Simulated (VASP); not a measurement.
Write the native input for VASP 6.6.1 that does the following.

- Task: single point
- Functional: PBEsol
- Potentials or basis: VASP PAW PBE potentials, release 64 (Na_pv)
- Cutoff: 520 eV
- k mesh: 8 × 8 × 8
- Occupations: gaussian, width 0.15 eV
- Spin: no spin polarisation
- Dipole correction: no
- Further INCAR settings: ALGO = Normal; EDIFF = 1e-06; NBANDS = 10

The structure of Na lies in POSCAR:

```
Na
1.0
    6.4614754333      0.0000000000      0.0000000000
    0.0000000000      6.4614754333      0.0000000000
    0.0000000000      0.0000000000      6.7424091478
Na
1
Direct
    0.0000000000      0.0000000000      0.0000000000
```

This cell differs from its parent crystal: strain -0.080 along x and y, -0.040 along z.

The input as run:

INCAR

```
SYSTEM = Na
  PREC = Accurate
  ENCUT = 520
  EDIFF = 1E-6
  ISMEAR = 0
  SIGMA = 0.15
  LREAL = .False.
  LASPH = .True.
  NELM = 100
  ALGO = Normal
  ISIF = 2
  LWAVE = .False.
  LCHARG = .False.
  GGA = PS
  NBANDS = 10
```

KPOINTS

```
regular mesh
0
Gamma
  8 8 8
  0 0 0
```

Potentials or basis: VASP PAW PBE potentials, release 64 (Na_pv).

Run with:

```bash
$ cat potpaw_PBE.64/Na_pv/POTCAR > POTCAR
$ mpirun -np 1 vasp_std > vasp.out
```

It gave:

The pressure is -0.2 GPa and the band gap on the k mesh is zero (an odd number of electrons rules out a gap without spin polarisation).

Caveat: the cell differs from its parent crystal (strain -0.080 along x and y, -0.040 along z); the atoms stand far beyond bonding distance; the PAW data sets were made with another functional, which shifts forces and pressure a little.

Run time: 62 s on 1 thread of Intel(R) Xeon(R) 6975P-C (Granite Rapids), on a shared host, peak memory 0.43 GiB.
